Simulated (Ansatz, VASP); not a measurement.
**CaO in VASP and in Ansatz**

```
CELL_PARAMETERS angstrom
3.99198 -0.07984 0.00000
-2.06513 3.49707 0.00000
0.00000 0.00000 4.78484
ATOMIC_POSITIONS crystal
Ca 0.33333 0.66667 0.75000
Ca 0.66667 0.33333 0.25000
O 0.33333 0.66667 0.25000
O 0.66667 0.33333 0.75000
```

Change from the starting cell: strain -0.0400 x Voigt [0, 0, 0, 0, 0, 1], atoms carried along.

Alike in both runs: task single point; functional PBE; k mesh 9 × 9 × 6; occupations gaussian, width 0.05 eV; no spin polarisation.

|  | VASP | Ansatz |
| --- | --- | --- |
| version | VASP 6.6.1 | Ansatz 0.2.0 |
| potentials or method | VASP PAW PBE potentials, release 64 (Ca_sv, O), cutoff 520 eV | scalar-relativistic, plane waves, PAW |
| valence electrons in the cell | 32 | 32 |

```csv
,VASP,Ansatz,Ansatz less VASP
gap on the k mesh at the Fermi level (eV),3.17,3.18,+0.015
least direct gap on the mesh (eV),3.17,3.18,+0.015
pressure (GPa),1.6,1.1,-0.51
"traceless stress, the component that is largest in VASP (GPa)",1.64,1.60,-0.042
rms of the force components (eV/Å),0.134,0.127,-0.0069
```

Atom by atom the forces differ by 0.007 eV/Å (rms over components).
